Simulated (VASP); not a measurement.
# GaAs (F-43m) in VASP: further runs, part 2 of 2

VASP 6.6.1. The steps go on from the part before.

## Step 4: Single point, PBE+D3(BJ)

INCAR

```
SYSTEM = GaAs
ALGO     = Normal         ! electronic algorithm
EDIFF    = 1E-6           ! SCF threshold, eV
ENCUT    = 500            ! plane-wave cutoff, eV
GGA      = PE             ! functional
GGA_COMPAT= .FALSE.      
ISIF     = 2              ! what is computed and relaxed
ISMEAR   = 0              ! smearing method
IVDW     = 12             ! dispersion correction
LASPH    = .TRUE.         ! aspherical terms in the spheres
LCHARG   = .FALSE.        ! write CHGCAR
LREAL    = .FALSE.        ! projectors in reciprocal space
LWAVE    = .FALSE.        ! write WAVECAR
NBANDS   = 16             ! bands
NELM     = 120            ! most SCF steps
PREC     = Accurate       ! precision mode
SIGMA    = 0.1            ! smearing width, eV
```

KPOINTS

```
k-points
0
G
  4 4 4
  0 0 0
```

POSCAR

```
GaAs
1.0
    0.0000000000      2.8750910496      2.8750910496
    2.8750910496      0.0000000000      2.8750910496
    2.8750910496      2.8750910496      0.0000000000
Ga As
1 1
Direct
    0.0000000000      0.0000000000      0.0000000000
    0.2500000000      0.2500000000      0.2500000000
```

Potentials or basis: VASP PAW PBE potentials, release 64 (Ga_d, As).

Run with:

```bash
> cat potpaw_PBE.64/Ga_d/POTCAR potpaw_PBE.64/As/POTCAR > POTCAR
> mpirun -np 1 vasp_std > vasp.out
```

OUTCAR:

```text
SYSTEM = GaAs
   EDIFF = 1E-6
   ENCUT = 500
   GGA = PE
   ISIF = 2
   ISMEAR = 0
   IVDW = 12
   LASPH = .TRUE.
   LREAL = .FALSE.
   NELM = 120
   PREC = Accurate
 IVDW          = 12

 ion  position               nearest neighbor table
   1  0.000  0.000  0.000-   2 2.49   2 2.49   2 2.49   2 2.49
   2  0.250  0.250  0.250-   1 2.49   1 2.49   1 2.49   1 2.49

  LATTYP: Found a face centered cubic cell.
 ALAT       =     5.7501820992

  Lattice vectors:

 A1 = (   0.0000000000,   2.8750910496,   2.8750910496)
 A2 = (   2.8750910496,   0.0000000000,   2.8750910496)
 A3 = (   2.8750910496,   2.8750910496,   0.0000000000)

Analysis of symmetry for initial positions (statically):
=====================================================================
 Subroutine PRICEL returns:
 Original cell was already a primitive cell.

 Routine SETGRP: Setting up the symmetry group for a
 face centered cubic supercell.

 Subroutine GETGRP returns: Found 24 space group operations
 (whereof 24 operations were pure point group operations)
 out of a pool of 48 trial point group operations.

The static configuration has the point symmetry T_d .
[... 142 lines left out ...]

  energy without entropy =       -8.09944432  energy(sigma->0) =       -8.10038140

 E-fermi :   3.6086     XC(G=0):  -9.3344

 val. band max:        3.5160718583   @ k =   0.0000   0.0000   0.0000
 cond. band min:       3.6486163134   @ k =   0.0000   0.0000   0.0000
 fundamental gap:      0.1325444552
 Fermi energy:         3.6086254958

 k-point     1 :       0.0000    0.0000    0.0000
  band No.  band energies     occupation
      1     -11.2604      2.00000
      2     -11.2604      2.00000
      3     -11.2604      2.00000
      4     -11.1942      2.00000
      5     -11.1942      2.00000
      6      -8.8586      2.00000
[... 129 lines left out ...]
      3     -11.2231      2.00000
      4     -11.2030      2.00000
      5     -11.1905      2.00000
      6      -6.5118      2.00000
[... 8 lines left out ...]
     15      15.3523      0.00000
     16      16.4938      0.00000

------------------------ aborting loop because EDIFF is reached ----------------------------------------

 Edisp (eV)   -0.61495

 E8    (eV) :    -0.2742

  FORCE on cell =-STRESS in cart. coord.  units (eV):
  Direction    XX          YY          ZZ          XY          YZ          ZX
  --------------------------------------------------------------------------------------
  -------------------------------------------------------------------------------------
  Total      -0.56161    -0.56161    -0.56161    -0.00000    -0.00000     0.00000
  in kB     -18.93036   -18.93036   -18.93036    -0.00000    -0.00000     0.00000
  external pressure =      -18.93 kB  Pullay stress =        0.00 kB

 VOLUME and BASIS-vectors are now :
 -----------------------------------------------------------------------------
  energy-cutoff  :      500.00
  volume of cell :       47.53
      direct lattice vectors                 reciprocal lattice vectors
     0.000000000  2.875091050  2.875091050    -0.173907536  0.173907536  0.173907536
     2.875091050  0.000000000  2.875091050     0.173907536 -0.173907536  0.173907536
     2.875091050  2.875091050  0.000000000     0.173907536  0.173907536 -0.173907536

 POSITION                                       TOTAL-FORCE (eV/Angst)
 -----------------------------------------------------------------------------------
      0.00000      0.00000      0.00000         0.000000     -0.000000      0.000000
      1.43755      1.43755      1.43755        -0.000000      0.000000     -0.000000
 -----------------------------------------------------------------------------------
    total drift:                                0.000000      0.000000      0.000000

  FREE ENERGIE OF THE ION-ELECTRON SYSTEM (eV)
  ---------------------------------------------------
  free  energy   TOTEN  =        -8.7162645278 eV

  energy  without entropy=       -8.7143903697  energy(sigma->0) =       -8.71532745
```

stdout:

```text
POSCAR found type information on POSCAR GaAs
 POSCAR found :  2 types and       2 ions
 scaLAPACK will be used
 LDA part: xc-table for (Slater+PW92), standard interpolation
 POSCAR, INCAR and KPOINTS ok, starting setup
 FFT: planning ... GRIDC
 FFT: planning ... GRID_SOFT
 FFT: planning ... GRID
 WAVECAR not read
 entering main loop
```

Wall time 5 s (1 thread of AMD EPYC 9R45 (Zen 5), shared host); peak memory 0.14 GiB.

Results:

* Free energy: -8.7163 eV
* Pressure: -1.9 GPa
* Band gap on the k mesh: 0.13 eV, direct
* Dispersion energy per atom: -0.307 eV

Caveat: the k points lie up to 0.47 Å⁻¹ apart.

## Step 5: Single point, PBE

INCAR

```
SYSTEM = GaAs
PREC = Accurate
ENCUT = 500
EDIFF = 1E-6
ISMEAR = 0
SIGMA = 0.1
LREAL = .False.
LASPH = .True.
NELM = 120
ALGO = Normal
ISIF = 2
LWAVE = .False.
LCHARG = .True.
GGA = PE
LELF = .True.
LVHAR = .True.
NBANDS = 16
GGA_COMPAT = .False.
```

KPOINTS

```
regular mesh
0
Gamma
  4 4 4
  0 0 0
```

POSCAR is that of step 4.

Potentials or basis: VASP PAW PBE potentials, release 64 (Ga_d, As).

Run with:

```bash
> cat potpaw_PBE.64/Ga_d/POTCAR potpaw_PBE.64/As/POTCAR > POTCAR
> mpirun -np 1 vasp_std > vasp.out
```

OUTCAR:

```text
SYSTEM = GaAs
   PREC = Accurate
   ENCUT = 500
   EDIFF = 1E-6
   ISMEAR = 0
   LREAL = .False.
   LASPH = .True.
   NELM = 120
   ISIF = 2
   GGA = PE

 ion  position               nearest neighbor table
   1  0.000  0.000  0.000-   2 2.49   2 2.49   2 2.49   2 2.49
   2  0.250  0.250  0.250-   1 2.49   1 2.49   1 2.49   1 2.49

  LATTYP: Found a face centered cubic cell.
 ALAT       =     5.7501820992

  Lattice vectors:

 A1 = (   0.0000000000,   2.8750910496,   2.8750910496)
[... 319 lines left out ...]

------------------------ aborting loop because EDIFF is reached ----------------------------------------

  FORCE on cell =-STRESS in cart. coord.  units (eV):
  Direction    XX          YY          ZZ          XY          YZ          ZX
  --------------------------------------------------------------------------------------
  -------------------------------------------------------------------------------------
  Total        0.1087243      0.1087243      0.1087243     -0.0000000     -0.0000000      0.0000000
  in kB        3.6648187      3.6648187      3.6648187     -0.0000000     -0.0000000      0.0000000
  external PRESSURE =       3.6648187 kB  Pullay stress =       0.0000000 kB

 VOLUME and BASIS-vectors are now :
 -----------------------------------------------------------------------------
  energy-cutoff  :      500.00
  volume of cell :       47.53
      direct lattice vectors                 reciprocal lattice vectors
     0.000000000  2.875091050  2.875091050    -0.173907536  0.173907536  0.173907536
     2.875091050  0.000000000  2.875091050     0.173907536 -0.173907536  0.173907536
     2.875091050  2.875091050  0.000000000     0.173907536  0.173907536 -0.173907536

 POSITION                                       TOTAL-FORCE (eV/Angst)
 -----------------------------------------------------------------------------------
      0.00000      0.00000      0.00000        -0.000000     -0.000000     -0.000000
      1.43755      1.43755      1.43755         0.000000      0.000000      0.000000
 -----------------------------------------------------------------------------------
    total drift:                                0.000000      0.000000      0.000000

  FREE ENERGIE OF THE ION-ELECTRON SYSTEM (eV)
  ---------------------------------------------------
  free  energy   TOTEN  =        -8.1013184802 eV

  energy  without entropy=       -8.0994443220  energy(sigma->0) =       -8.10038140
```

It took 5.5 s on 1 thread of AMD EPYC 9R45 (Zen 5), shared host; peak memory 0.13 GiB.

Results:

```yaml
Free_energy: -8.1013 eV
Pressure: 0.4 GPa
Band_gap_on_the_k_mesh: 0.13 eV, direct
```

Caveat: the k points lie up to 0.47 Å⁻¹ apart.

## Step 6: Summary

| level | cell | k mesh | smearing | gap on the mesh (eV) | pressure (GPa) |
| --- | --- | --- | --- | --- | --- |
| PBE | a = 4.066 Å, angles 60.0°, 2 atoms | 2 × 2 × 2, shifted | gaussian 0.1 eV | 1.15 | 3.4 |
| PBE | a = 3.612 Å, angles 60.0°, 2 atoms | 4 × 4 × 4 | gaussian 0.01 eV | 0.68 | 49.6 |
| PBE+D3(BJ) | a = 4.066 Å, angles 60.0°, 2 atoms | 4 × 4 × 4 | gaussian 0.1 eV | 0.13 | -1.9 |
| PBE | a = 4.066 Å, angles 60.0°, 2 atoms | 4 × 4 × 4 | gaussian 0.1 eV | 0.13 | 0.4 |

Alike in all rows: task single point; potentials or basis VASP PAW PBE potentials, release 64 (Ga_d, As); no spin polarisation; cutoff (eV) 500.

Caveats: all runs use coarse meshes.

Absolute energies hang on the potentials; compare differences alone.
